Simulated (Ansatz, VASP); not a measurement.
# Ca3Si2N in VASP and in Ansatz

File INCAR:

```
ALGO = Normal ; EDIFF = 1E-7
EDIFFG = -0.04 ; ENCUT = 600
GGA = PE ; IBRION = 2
ISIF = 3 ; ISMEAR = 0
LASPH = True ; LCHARG = False
LREAL = False ; LWAVE = False
NELM = 100 ; NSW = 90
PREC = Accurate ; SIGMA = 0.1
```

File KPOINTS:

```
k-points
0
Gamma
  6 6 2
```

The input POSCAR:

```
Ca3Si2N
1.0
    3.6899920100      0.0000000000      0.0000000000
    0.0000000000      3.6899920100      0.0000000000
    0.0000000000      0.0000000000      8.1291280400
Ca Si N
3 2 1
Direct
    0.5000000000      0.5000000000      0.0000000000
    0.0000000000      0.5000000000      0.3786259900
    0.5000000000      0.0000000000      0.6213740100
    0.0000000000      0.5000000000      0.7376120100
    0.5000000000      0.0000000000      0.2623879900
    0.0000000000      0.0000000000      0.0000000000
```

Input for Ansatz:

```yaml
crystal:
  lattice:
    - [3.68999201, 0.0, 0.0]
    - [0.0, 3.68999201, 0.0]
    - [0.0, 0.0, 8.12912804]
  atoms:
    - { symbol: Ca, position: [0.5, 0.5, 0.0] }
    - { symbol: Ca, position: [0.0, 0.5, 0.37862599] }
    - { symbol: Ca, position: [0.5, 0.0, 0.62137401] }
    - { symbol: Si, position: [0.0, 0.5, 0.73761201] }
    - { symbol: Si, position: [0.5, 0.0, 0.26238799] }
    - { symbol: "N", position: [0.0, 0.0, 0.0] }
basis:
  ecutwfc: 420
kpoints:
  mp_grid: { grid: [6, 6, 2] }
hamiltonian:
  xc: pbe
scf:
  occupations: { method: gaussian, width: 0.1 }
  lower_state_search: "off"
output:
  forces: true
  stress: true
  eigenvalues: true
relax:
  adjacent_minimum: "off"
  f_tol: 0.04
  max_steps: 70
  cell: { stress_tol: 0.4 }
```

Change from the starting cell: species swapped into the Zr2CuSb3 type (P-4m2, No. 115).

Alike in both runs: task relaxation of cell and atoms; functional PBE; k mesh 6 × 6 × 2; occupations gaussian, width 0.1 eV; no spin polarisation.

```csv
,VASP,Ansatz
version,VASP 6.6.1,Ansatz 0.2.0
potentials or method,"VASP PAW PBE potentials, release 64 (Ca_sv, Si, N), cutoff 600 eV","scalar-relativistic, plane waves, PAW"
valence electrons in the cell,43,43
```

|  | VASP | Ansatz | Ansatz less VASP |
| --- | --- | --- | --- |
| gap on the k mesh at the Fermi level, each at its own relaxed structure (eV) | none | none | - |
| relaxed volume (Å³/atom) | 22.40 | 22.40 | +0.001 |
| relaxed cell length with the largest relative difference (Å) | 8.759 | 8.778 | +0.0187 |

A gap of «none» marks a metal or a gap that the smearing closes.

The k mesh is coarse, so the values compare programs but aren't converged. Noted on VASP's run: the volume moved by over 15 % at a fixed basis, so the end points are rough.
